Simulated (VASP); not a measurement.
# ZnS (Cm) in VASP: a series of runs, part 2 of 2

VASP 6.6.1.

### Step 3. Single point, r2SCAN (the part above a cut slid along it)

POSCAR reads:

```
ZnS
1.0
   -3.8087369231      0.0000000000      0.0000000000
   -1.9043684615     -3.2984629317      0.0000000000
   -0.4759016785     -0.2747619622     12.4664651483
Zn S
4 4
Direct
    0.9453331761      0.9453331761      0.6562643926
   -0.0130168239     -0.0130168239      0.1562643926
    0.2578451559      0.2578451559      0.9062206171
    0.6328284893      0.6328284893      0.4062206171
   -0.0702540658      0.9297459342      0.8433861439
   -0.0286040658     -0.0286040658      0.3433861439
    0.3255257204      0.3255257204      0.0937288464
    0.6172090538      0.6172090538      0.5937288464
```

INCAR.step1 reads:

```
ALGO = Normal ; EDIFF = 1E-4
ENCUT = 520 ; GGA = PE
ISMEAR = 0 ; LASPH = T
LCHARG = F ; LREAL = F
LWAVE = T ; NBANDS = 46
NELM = 80 ; PREC = Accurate
SIGMA = 0.05
```

INCAR.step2 reads:

```
ALGO = Normal ; EDIFF = 1E-6
ENCUT = 520 ; ISIF = 2
ISMEAR = 0 ; ISTART = 1
LASPH = T ; LCHARG = F
LMIXTAU = T ; LREAL = F
LWAVE = F ; METAGGA = R2SCAN
NBANDS = 46 ; NELM = 80
PREC = Accurate ; SIGMA = 0.05
```

KPOINTS reads:

```
k-points
0
Gamma
  7 7 2
```

Potentials or basis: VASP PAW PBE potentials, release 64 (Zn, S).

Run with:

```sh
> cat potpaw_PBE.64/Zn/POTCAR potpaw_PBE.64/S/POTCAR > POTCAR
> cp INCAR.step1 INCAR
> mpirun -np 1 vasp_std > vasp.out
> cp INCAR.step2 INCAR
> mpirun -np 1 vasp_std > vasp.out
```

OUTCAR:

```text
EDIFF = 1E-6
   ENCUT = 520
   ISIF = 2
   ISMEAR = 0
   ISTART = 1
   LASPH = T
   LREAL = F
   METAGGA = R2SCAN
   NELM = 80
   PREC = Accurate

 ion  position               nearest neighbor table
   1  0.945  0.945  0.656-   5 2.33   8 2.33   8 2.33   8 2.33
   2  0.987  0.987  0.156-   6 2.33   7 2.33   7 2.33   7 2.33
   3  0.258  0.258  0.906-   5 2.33   5 2.33   5 2.33   7 2.40
   4  0.633  0.633  0.406-   6 2.33   6 2.33   6 2.33   8 2.34
   5  0.930  0.930  0.843-   1 2.33   3 2.33   3 2.33   3 2.33
   6  0.971  0.971  0.343-   2 2.33   4 2.33   4 2.33   4 2.33
   7  0.326  0.326  0.094-   2 2.33   2 2.33   2 2.33   3 2.40
   8  0.617  0.617  0.594-   1 2.33   1 2.33   1 2.33   4 2.34

  LATTYP: Found a base centered monoclinic cell.
 ALAT       =     6.5969258634
 B/A-ratio  =     0.5773502692
 C/A-ratio  =     1.8915736031
 COS(beta)  =    -0.0440374088

  Lattice vectors:

 A1 = (   3.8087369231,   0.0000000000,   0.0000000000)
 A2 = (   1.9043684615,   3.2984629317,   0.0000000000)
 A3 = (  -0.4759016785,  -0.2747619622,  12.4664651483)

Analysis of symmetry for initial positions (statically):
=====================================================================
 Subroutine PRICEL returns:
 Original cell was already a primitive cell.

 Routine SETGRP: Setting up the symmetry group for a
 base centered monoclinic supercell.

 Subroutine GETGRP returns: Found  2 space group operations
 (whereof  2 operations were pure point group operations)
 out of a pool of  4 trial point group operations.

The static configuration has the point symmetry C_1h.

Analysis of symmetry for dynamics (positions and initial velocities):
=====================================================================
 Subroutine PRICEL returns:
 Original cell was already a primitive cell.

 Routine SETGRP: Setting up the symmetry group for a
 base centered monoclinic supercell.

 Subroutine GETGRP returns: Found  2 space group operations
 (whereof  2 operations were pure point group operations)
 out of a pool of  4 trial point group operations.

The dynamic configuration has the point symmetry C_1h.

 Subroutine INISYM returns: Found  2 space group operations
 (whereof  2 operations are pure point group operations),
 and found     1 'primitive' translations

----------------------------------------------------------------------------------------

                                     Primitive cell

  volume of cell :     156.6159

  direct lattice vectors                    reciprocal lattice vectors
    -3.808736923  0.000000000  0.000000000    -0.262554233  0.151585757 -0.006681926
    -1.904368462 -3.298462932  0.000000000     0.000000000 -0.303171514 -0.006681926
    -0.475901678 -0.274761962 12.466465148     0.000000000  0.000000000  0.080215200

  length of vectors
     3.808736923  3.808736923 12.478570825     0.303245140  0.303245140  0.080215200

  position of ions in fractional coordinates (direct lattice)
     0.945333176  0.945333176  0.656264393
     0.986983176  0.986983176  0.156264393
     0.257845156  0.257845156  0.906220617
[... 46 lines left out ...]
  0.142857 -0.000000  0.000000      4.000000
  0.285714  0.000000 -0.000000      4.000000
  0.428571 -0.000000  0.000000      4.000000
  0.142857  0.142857  0.000000      2.000000
  0.285714  0.142857  0.000000      4.000000
[... 16 lines left out ...]
  0.428571  0.142857  0.500000      4.000000
 -0.428571  0.142857  0.500000      4.000000
 [... further k-points ...]
   k-points           NKPTS =     32   k-points in BZ     NKDIM =     32   number of bands    NBANDS=     46
   number of dos      NEDOS =    301   number of ions     NIONS =      8
   total plane-waves  NPLWV =  75264
   dimension x,y,z NGX =    28 NGY =   28 NGZ =   96
   dimension x,y,z NGXF=    56 NGYF=   56 NGZF=  192
   ions per type =               4   4
   NGX,Y,Z   is equivalent  to a cutoff of  12.22, 12.22, 12.79 a.u.
   NGXF,Y,Z  is equivalent  to a cutoff of  24.44, 24.44, 25.58 a.u.
 SYSTEM =  unknown system
   PREC   = accura    normal or accurate (medium, high low for compatibility)
   ISTART =      1    job   : 0-new  1-cont  2-samecut
   ICHARG =      0    charge: 1-file 2-atom 10-const
   ISPIN  =      1    spin polarized calculation?
   LNONCOLLINEAR =      F non collinear calculations
   LSORBIT =      F    spin-orbit coupling
   LASPH  =      T    aspherical Exc in radial PAW
   ENCUT  =  520.0 eV  38.22 Ry    6.18 a.u.   7.08  7.08 23.20*2*pi/ulx,y,z
   NELM   =     80;   NELMIN=  2; NELMDL=  0     # of ELM steps
   EDIFF  = 0.1E-05   stopping-criterion for ELM
   LREAL  =      F    real-space projection
   EDIFFG = 0.1E-04   stopping-criterion for IOM
   NSW    =      0    number of steps for IOM
   IBRION =     -1    ionic relax: 0-MD 1-quasi-New 2-CG
   NFREE  =      0    steps in history (QN), initial steepest desc. (CG)
   ISIF   =      2    stress and relaxation
   ISYM   =      2    0-nonsym 1-usesym 2-fastsym
   POTIM  = 0.5000    time-step for ionic-motion
   TEBEG  =    0.0;   TEEND  =   0.0 temperature during run
   PSTRESS=    0.0 pullay stress
   NELECT =      72.0000    total number of electrons
   NUPDOWN=      -1.0000    fix difference up-down
   EMIN   =  10.00;   EMAX   =-10.00  energy-range for DOS
   EFERMI =   0.00;   METHOD = LEGACY
   ISMEAR =     0;   SIGMA  =   0.05  broadening in eV -4-tet -1-fermi 0-gaus
   EFERMI_NEDOS =   21; number of points for ismear=-14 and -15
   IALGO  =     38    algorithm
   IMIX   =      4    mixing-type and parameters
     AMIX     =   0.40;   BMIX     =  1.00
     AMIX_MAG =   1.60;   BMIX_MAG =  1.00
  volume/ion in A,a.u.               =      19.58       132.11
  Fermi-wavevector in a.u.,A,eV,Ry     =   1.263495  2.387660 21.720624  1.596421
  Thomas-Fermi vector in A             =   2.396849
   LORBIT       =      0    0 simple, 1 ext, 2 COOP (PROOUT), +10 PAW based schemes
   METAGGA = R2SCAN    functional components
   LHFCALC =     F    Hartree Fock is set to
   AEXX    =    0.0000 exact exchange contribution
   IVDW    =     0    specifies the selected vdW correction
   LEPSILON=     F    determine dielectric tensor
   LRPA    =     F    only Hartree local field effects (RPA)
 non-spin polarized calculation
 Gauss-broadening in eV      SIGMA  =   0.05
  energy-cutoff  :      520.00
  volume of cell :      156.62
 maximum number of plane-waves:      4239
   NGX = 15   NGY = 15   NGZ = 47

 number of electron      71.9999970 magnetization

 Free energy of the ion-electron system (eV)
  ---------------------------------------------------
  ext. energy  EPLUGINS =         0.00000000
  ---------------------------------------------------
  free energy    TOTEN  =       -75.36058835 eV

  energy without entropy =      -75.36058835  energy(sigma->0) =      -75.36058835

 E-fermi :   2.2265     XC(G=0): -10.3240

 val. band max:        1.9538454369   @ k =   0.0000   0.0000   0.0000
 cond. band min:       4.6084952514   @ k =   0.0000   0.0000   0.0000
 fundamental gap:      2.6546498146
 Fermi energy:         2.2264543116

 k-point     1 :       0.0000    0.0000    0.0000
  band No.  band energies     occupation
      1     -11.8229      2.00000
      2     -11.4078      2.00000
      3     -11.3462      2.00000
      4     -10.8461      2.00000
      5      -4.6485      2.00000
      6      -4.6428      2.00000
[... 1165 lines left out ...]
     45       9.4116      0.00000
     46       9.7101      0.00000

 [... further k-points ...]

------------------------ aborting loop because EDIFF is reached ----------------------------------------

  FORCE on cell =-STRESS in cart. coord.  units (eV):
  Direction    XX          YY          ZZ          XY          YZ          ZX
  --------------------------------------------------------------------------------------
  -------------------------------------------------------------------------------------
  Total       -0.4199679      0.1418882     -0.2748093     -0.4865816      0.5445824      0.9432724
  in kB       -4.2962616      1.4515133     -2.8112934     -4.9777191      5.5710653      9.6496558
  external PRESSURE =      -1.8853472 kB  Pullay stress =       0.0000000 kB

 VOLUME and BASIS-vectors are now :
 -----------------------------------------------------------------------------
  energy-cutoff  :      520.00
  volume of cell :      156.62
      direct lattice vectors                 reciprocal lattice vectors
    -3.808736923  0.000000000  0.000000000    -0.262554233  0.151585757 -0.006681926
    -1.904368462 -3.298462932  0.000000000     0.000000000 -0.303171514 -0.006681926
    -0.475901678 -0.274761962 12.466465148     0.000000000  0.000000000  0.080215200

 POSITION                                       TOTAL-FORCE (eV/Angst)
 -----------------------------------------------------------------------------------
     -5.71311     -3.29846      8.18130        -0.019124     -0.011041     -0.027793
     -5.71311     -3.29846      1.94806         0.015732      0.009083      0.001792
     -1.90437     -1.09949     11.29737        -0.151547     -0.087496      0.159984
     -3.80874     -2.19898      5.06414        -0.035565     -0.020533     -0.026509
     -5.71311     -3.29846     10.51404        -0.103892     -0.059982      0.039524
     -5.71311     -3.29846      4.28081         0.027634      0.015955      0.037195
     -1.90437     -1.09949      1.16847         0.274181      0.158298     -0.213969
     -3.80874     -2.19898      7.40170        -0.007418     -0.004283      0.029775
 -----------------------------------------------------------------------------------
    total drift:                               -0.016165     -0.009333     -0.032060

  FREE ENERGIE OF THE ION-ELECTRON SYSTEM (eV)
  ---------------------------------------------------
  free  energy   TOTEN  =       -75.3605883479 eV

  energy  without entropy=      -75.3605883479  energy(sigma->0) =      -75.36058835
```

It took 13 min on 1 thread of Oxide Virtual Turin-like, shared host; peak memory 0.35 GiB.

What came out:

- Free energy: -75.3606 eV
- Pressure: -0.2 GPa
- Largest force: 0.382 eV/Å
- Band gap on the k mesh: 2.65 eV

Forces on the atoms (eV/Å):
```
Zn  -0.019 -0.011 -0.028
Zn   0.016  0.009  0.002
Zn  -0.152 -0.087  0.160
Zn  -0.036 -0.021 -0.027
S   -0.104 -0.060  0.040
S    0.028  0.016  0.037
S    0.274  0.158 -0.214
S   -0.007 -0.004  0.030
```

Caveat: the cell differs from its parent crystal (the part above a cut slid along it); the PAW data sets were made with another functional, which shifts forces and pressure a little.

### Step 4. Single point, r2SCAN (the part above a cut slid along it)

POSCAR reads:

```
ZnS
1.0
   -3.8087369231      0.0000000000      0.0000000000
   -1.9043684615     -3.2984629317      0.0000000000
   -0.9523746676     -0.5498537707     12.4664651483
Zn S
4 4
Direct
    0.8906007258      0.8906007258      0.6562643926
   -0.0260492742     -0.0260492742      0.1562643926
    0.1822663565      0.1822663565      0.9062206171
    0.5989496898      0.5989496898      0.4062206171
   -0.1405924702      0.8594075298      0.8433861439
   -0.0572424702     -0.0572424702      0.3433861439
    0.3177087346      0.3177087346      0.0937288464
    0.5676920680      0.5676920680      0.5937288464
```

INCAR.step1 reads:

```
ALGO = Normal
EDIFF = 1E-4
ENCUT = 520
GGA = PE
ISMEAR = 0
LASPH = T
LCHARG = F
LREAL = F
LWAVE = T
NBANDS = 46
NELM = 100
PREC = Accurate
SIGMA = 0.05
```

INCAR.step2 reads:

```
ALGO = Normal
EDIFF = 1E-7
ENCUT = 520
ISIF = 2
ISMEAR = 0
ISTART = 1
LASPH = T
LCHARG = F
LMIXTAU = T
LREAL = F
LWAVE = F
METAGGA = R2SCAN
NBANDS = 46
NELM = 100
PREC = Accurate
SIGMA = 0.05
```

KPOINTS is that of step 3.

Potentials or basis: VASP PAW PBE potentials, release 64 (Zn, S).

Run with:

```sh
> cat potpaw_PBE.64/Zn/POTCAR potpaw_PBE.64/S/POTCAR > POTCAR
> cp INCAR.step1 INCAR
> mpirun -np 1 vasp_std > vasp.out
> cp INCAR.step2 INCAR
> mpirun -np 1 vasp_std > vasp.out
```

OUTCAR:

```text
EDIFF = 1E-7
   ENCUT = 520
   ISIF = 2
   ISMEAR = 0
   ISTART = 1
   LASPH = T
   LREAL = F
   METAGGA = R2SCAN
   NELM = 100
   PREC = Accurate

 ion  position               nearest neighbor table
   1  0.891  0.891  0.656-   5 2.33   8 2.33   8 2.33   8 2.33
   2  0.974  0.974  0.156-   6 2.33   7 2.33   7 2.33   7 2.33
   3  0.182  0.182  0.906-   5 2.33   5 2.33   5 2.33   7 2.58
   4  0.599  0.599  0.406-   6 2.33   6 2.33   6 2.33   8 2.34
   5  0.859  0.859  0.843-   1 2.33   3 2.33   3 2.33   3 2.33
   6  0.943  0.943  0.343-   2 2.33   4 2.33   4 2.33   4 2.33
   7  0.318  0.318  0.094-   2 2.33   2 2.33   2 2.33   3 2.58
[... 1391 lines left out ...]
  Total       -1.0869455     -0.0162777     -0.4766700     -0.9272256      0.8340522      1.4447191
  in kB      -11.1194278     -0.1665201     -4.8763234     -9.4854964      8.5323348     14.7794434
  external PRESSURE =      -5.3874238 kB  Pullay stress =       0.0000000 kB

 VOLUME and BASIS-vectors are now :
 -----------------------------------------------------------------------------
  energy-cutoff  :      520.00
  volume of cell :      156.62
      direct lattice vectors                 reciprocal lattice vectors
    -3.808736923  0.000000000  0.000000000    -0.262554233  0.151585757 -0.013371874
    -1.904368462 -3.298462932  0.000000000     0.000000000 -0.303171514 -0.013371874
    -0.952374668 -0.549853771 12.466465148     0.000000000  0.000000000  0.080215200

 POSITION                                       TOTAL-FORCE (eV/Angst)
 -----------------------------------------------------------------------------------
     -5.71311     -3.29846      8.18130        -0.016099     -0.009295     -0.095207
     -5.71311     -3.29846      1.94806         0.033870      0.019555      0.041567
     -1.90437     -1.09949     11.29737        -0.370316     -0.213802      0.282718
     -3.80874     -2.19898      5.06414        -0.026019     -0.015022     -0.114156
     -5.71311     -3.29846     10.51404        -0.084851     -0.048989      0.157066
     -5.71311     -3.29846      4.28081         0.037373      0.021577      0.120499
     -1.90437     -1.09949      1.16847         0.430061      0.248296     -0.489037
     -3.80874     -2.19898      7.40170        -0.004018     -0.002320      0.096550
 -----------------------------------------------------------------------------------
    total drift:                               -0.067630     -0.039046     -0.021760

  FREE ENERGIE OF THE ION-ELECTRON SYSTEM (eV)
  ---------------------------------------------------
  free  energy   TOTEN  =       -75.0953143545 eV

  energy  without entropy=      -75.0953143545  energy(sigma->0) =      -75.09531435
```

Wall time 15 min (1 thread of Oxide Virtual Turin-like, shared host); peak memory 0.36 GiB.

Results:

```
Free energy            : -75.0953 eV
Pressure               : -0.5 GPa
Largest force          : 0.697 eV/Å
Band gap on the k mesh : 2.45 eV
```

Forces on the atoms (eV/Å):
```
Zn  -0.016 -0.009 -0.095
Zn   0.034  0.020  0.042
Zn  -0.370 -0.214  0.283
Zn  -0.026 -0.015 -0.114
S   -0.085 -0.049  0.157
S    0.037  0.022  0.120
S    0.430  0.248 -0.489
S   -0.004 -0.002  0.097
```

Caveat: the cell differs from its parent crystal (the part above a cut slid along it); the PAW data sets were made with another functional, which shifts forces and pressure a little.

### Step 5. The runs side by side

| cell | gap on the mesh (eV) | pressure (GPa) | largest force (eV/Å) |
| --- | --- | --- | --- |
| a = 3.809, b = 3.809, c = 13.625 Å, angles 69.5, 69.5, 60.0°, 8 atoms | 2.29 | -0.4 | 0.97 |
| a = 3.809, b = 3.809, c = 12.479 Å, angles 87.8, 87.8, 60.0°, 8 atoms | 2.65 | -0.2 | 0.38 |
| a = 3.809, b = 3.809, c = 12.515 Å, angles 85.6, 85.6, 60.0°, 8 atoms | 2.45 | -0.5 | 0.70 |

Alike in all rows: task single point; level r2SCAN; potentials or basis VASP PAW PBE potentials, release 64 (Zn, S); no spin polarisation; k mesh 7 × 7 × 2; cutoff (eV) 520; smearing gaussian 0.05 eV.

Caveats: the PAW data sets were made with another functional, which shifts forces and pressure a little.

Absolute energies hang on the potentials; compare differences alone.
